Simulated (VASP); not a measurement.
# NbP (zincblende type) (F-43m) in VASP: a series of runs

The runs below take NbP (zincblende type) through single point, with PBE.

Program: VASP 6.6.1. These are calculated values, not measurements. Logs are shortened: lines on timing, memory, paths and dates and some standing lists are left out, and cuts for length are marked.

### Step 1. The cell of the first run

It takes space group F-43m (No. 216, cubic). Conventional cell: a = 4.217 Å, b = 4.217 Å, c = 4.217 Å, α = 90.00°, β = 90.00°, γ = 90.00°. Within 2.4 Å of Nb (site symmetry -43m) lie 4 P at 1.83 Å. P (site symmetry -43m) has 4 Nb at 1.83 Å within 2.4 Å.

### Step 2. Single point, PBE (volume scaled by 0.43)

File INCAR:

```
SYSTEM = NbP
ALGO = Normal
EDIFF = 1E-6
ENCUT = 500
GGA = PE
GGA_COMPAT = .FALSE.
ISIF = 2
ISMEAR = -1
LASPH = .TRUE.
LCHARG = .FALSE.
LREAL = .FALSE.
LWAVE = .FALSE.
NBANDS = 16
NELM = 120
PREC = Accurate
SIGMA = 0.08
```

File KPOINTS:

```
k-points
0
G
  12 12 12
  0 0 0
```

File POSCAR:

```
NbP
1.0
    0.0000000000      2.1085753056      2.1085753056
    2.1085753056      0.0000000000      2.1085753056
    2.1085753056      2.1085753056      0.0000000000
Nb P
1 1
Direct
    0.0000000000      0.0000000000      0.0000000000
    0.2500000000      0.2500000000      0.2500000000
```

Potentials or basis: VASP PAW PBE potentials, release 64 (Nb_sv, P).

The run is started by

```console
cat potpaw_PBE.64/Nb_sv/POTCAR potpaw_PBE.64/P/POTCAR > POTCAR
mpirun -np 1 vasp_std > vasp.out
```

OUTCAR:

```text
SYSTEM = NbP
   EDIFF = 1E-6
   ENCUT = 500
   GGA = PE
   ISIF = 2
   ISMEAR = -1
   LASPH = .TRUE.
   LREAL = .FALSE.
   NELM = 120
   PREC = Accurate

 ion  position               nearest neighbor table
   1  0.000  0.000  0.000-   2 1.83   2 1.83   2 1.83   2 1.83
   2  0.250  0.250  0.250-   1 1.83   1 1.83   1 1.83   1 1.83

  LATTYP: Found a face centered cubic cell.
 ALAT       =     4.2171506112

  Lattice vectors:

 A1 = (   0.0000000000,   2.1085753056,   2.1085753056)
 A2 = (   2.1085753056,   0.0000000000,   2.1085753056)
 A3 = (   2.1085753056,   2.1085753056,   0.0000000000)

Analysis of symmetry for initial positions (statically):
=====================================================================
 Subroutine PRICEL returns:
 Original cell was already a primitive cell.

 Routine SETGRP: Setting up the symmetry group for a
 face centered cubic supercell.

 Subroutine GETGRP returns: Found 24 space group operations
 (whereof 24 operations were pure point group operations)
 out of a pool of 48 trial point group operations.

The static configuration has the point symmetry T_d .

Analysis of symmetry for dynamics (positions and initial velocities):
=====================================================================
 Subroutine PRICEL returns:
 Original cell was already a primitive cell.

 Routine SETGRP: Setting up the symmetry group for a
 face centered cubic supercell.

 Subroutine GETGRP returns: Found 24 space group operations
 (whereof 24 operations were pure point group operations)
 out of a pool of 48 trial point group operations.

The dynamic configuration has the point symmetry T_d .

 Subroutine INISYM returns: Found 24 space group operations
 (whereof 24 operations are pure point group operations),
 and found     1 'primitive' translations

----------------------------------------------------------------------------------------

                                     Primitive cell

  volume of cell :      18.7498

  direct lattice vectors                    reciprocal lattice vectors
     0.000000000  2.108575306  2.108575306    -0.237126935  0.237126935  0.237126935
     2.108575306  0.000000000  2.108575306     0.237126935 -0.237126935  0.237126935
     2.108575306  2.108575306  0.000000000     0.237126935  0.237126935 -0.237126935

  length of vectors
     2.981975794  2.981975794  2.981975794     0.410715900  0.410715900  0.410715900

  position of ions in fractional coordinates (direct lattice)
     0.000000000  0.000000000  0.000000000
[... 66 lines left out ...]
   NGX,Y,Z   is equivalent  to a cutoff of  13.38, 13.38, 13.38 a.u.
   NGXF,Y,Z  is equivalent  to a cutoff of  26.76, 26.76, 26.76 a.u.
 SYSTEM =  NbP
   PREC   = accura    normal or accurate (medium, high low for compatibility)
   ISTART =      0    job   : 0-new  1-cont  2-samecut
   ICHARG =      2    charge: 1-file 2-atom 10-const
   ISPIN  =      1    spin polarized calculation?
   LNONCOLLINEAR =      F non collinear calculations
   LSORBIT =      F    spin-orbit coupling
   LASPH  =      T    aspherical Exc in radial PAW
   ENCUT  =  500.0 eV  36.75 Ry    6.06 a.u.   5.44  5.44  5.44*2*pi/ulx,y,z
   NELM   =    120;   NELMIN=  2; NELMDL= -5     # of ELM steps
   EDIFF  = 0.1E-05   stopping-criterion for ELM
   LREAL  =      F    real-space projection
[... 7 lines left out ...]
   TEBEG  =    0.0;   TEEND  =   0.0 temperature during run
   PSTRESS=    0.0 pullay stress
   NELECT =      18.0000    total number of electrons
   NUPDOWN=      -1.0000    fix difference up-down
   EMIN   =  10.00;   EMAX   =-10.00  energy-range for DOS
   EFERMI =   0.00;   METHOD = LEGACY
   ISMEAR =    -1;   SIGMA  =   0.08  broadening in eV -4-tet -1-fermi 0-gaus
   EFERMI_NEDOS =   21; number of points for ismear=-14 and -15
   IALGO  =     38    algorithm
   IMIX   =      4    mixing-type and parameters
     AMIX     =   0.40;   BMIX     =  1.00
     AMIX_MAG =   1.60;   BMIX_MAG =  1.00
  volume/ion in A,a.u.               =       9.37        63.27
  Fermi-wavevector in a.u.,A,eV,Ry     =   1.614978  3.051865 35.486079  2.608153
  Thomas-Fermi vector in A             =   2.709800
   LORBIT       =      0    0 simple, 1 ext, 2 COOP (PROOUT), +10 PAW based schemes
   GGA     = PE    functional components
   LHFCALC =     F    Hartree Fock is set to
   AEXX    =    0.0000 exact exchange contribution
   IVDW    =     0    specifies the selected vdW correction
   LEPSILON=     F    determine dielectric tensor
   LRPA    =     F    only Hartree local field effects (RPA)
 non-spin polarized calculation
  energy-cutoff  :      500.00
  volume of cell :       18.75
 maximum number of plane-waves:       531
 NGX is ok and might be reduce to    24
   NGX = 11   NGY = 11   NGZ = 11

 number of electron      18.0000002 magnetization

 Free energy of the ion-electron system (eV)
  ---------------------------------------------------
  ext. energy  EPLUGINS =         0.00000000
  ---------------------------------------------------
  free energy    TOTEN  =         1.45743352 eV

  energy without entropy =        1.47360499  energy(sigma->0) =        1.46551925

 E-fermi :  19.0966     XC(G=0): -14.5392

 val. band max:       19.0645281109   @ k =   0.3333   0.0833   0.0000
 cond. band min:      19.1369661824   @ k =  -0.4167   0.2500   0.0000
 fundamental gap:      0.0724380714
 Fermi energy:        19.0966372440

 k-point     1 :       0.0000    0.0000    0.0000
  band No.  band energies     occupation
      1     -35.4144      2.00000
      2     -11.5680      2.00000
      3     -11.5680      2.00000
      4     -11.5680      2.00000
      5       5.5314      2.00000
      6      12.3431      2.00000
[... 433 lines left out ...]
      3     -12.1893      2.00000
      4     -11.8899      2.00000
      5       8.7110      2.00000
      6      12.3012      2.00000
[... 8 lines left out ...]
     15      36.0117      0.00000
     16      36.2430      0.00000

 [... further k-points ...]
[... 5 lines left out ...]
  --------------------------------------------------------------------------------------
  -------------------------------------------------------------------------------------
  Total       48.9419486     48.9419486     48.9419486      0.0000000     -0.0000000      0.0000000
  in kB     4182.1007889   4182.1007889   4182.1007889      0.0000000     -0.0000000      0.0000000
  external PRESSURE =    4182.1007889 kB  Pullay stress =       0.0000000 kB

 VOLUME and BASIS-vectors are now :
 -----------------------------------------------------------------------------
  energy-cutoff  :      500.00
  volume of cell :       18.75
      direct lattice vectors                 reciprocal lattice vectors
     0.000000000  2.108575306  2.108575306    -0.237126935  0.237126935  0.237126935
     2.108575306  0.000000000  2.108575306     0.237126935 -0.237126935  0.237126935
     2.108575306  2.108575306  0.000000000     0.237126935  0.237126935 -0.237126935

 POSITION                                       TOTAL-FORCE (eV/Angst)
 -----------------------------------------------------------------------------------
      0.00000      0.00000      0.00000        -0.000000     -0.000000     -0.000000
      1.05429      1.05429      1.05429         0.000000      0.000000      0.000000
 -----------------------------------------------------------------------------------
    total drift:                               -0.000000     -0.000000     -0.000000

  FREE ENERGIE OF THE ION-ELECTRON SYSTEM (eV)
  ---------------------------------------------------
  free  energy   TOTEN  =         1.4574335165 eV

  energy  without entropy=        1.4736049916  energy(sigma->0) =        1.46551925
```

stdout:

```text
POSCAR found type information on POSCAR NbP
 POSCAR found :  2 types and       2 ions
 scaLAPACK will be used
 LDA part: xc-table for (Slater+PW92), standard interpolation
 POSCAR, INCAR and KPOINTS ok, starting setup
 FFT: planning ... GRIDC
 FFT: planning ... GRID_SOFT
 FFT: planning ... GRID
 WAVECAR not read
 entering main loop
```

Run time: 29 s. Hardware: 1 thread of Intel Xeon Platinum 8259CL at 2.50GHz (Skylake/Cascade Lake), shared host; peak memory 0.15 GiB.

Results:

| Property | Result |
| --- | --- |
| Free energy | 1.4574 eV |
| Pressure | 418.2 GPa |
| Band gap on the k mesh | zero (band 9 reaches 20.41 eV, above the bottom of band 10 at 17.59 eV) |

Levels at points of the mesh, in eV from the Fermi level:
```
           k point  band 6  band 7  band 8  band 9  band 10  band 11  band 12  band 13
(0.00, 0.00, 0.00)   -6.75   -6.75   -6.75   -1.11    -1.11     6.87     8.44     8.44
(0.50, 0.00, 0.00)   -6.08   -6.08   -4.40    1.31     1.31     4.39     6.29     6.72
(0.50, 0.50, 0.00)   -9.98   -1.43   -0.08   -0.08     3.03     3.09     3.09     6.46
```

(Continued in part 2 of 2.)
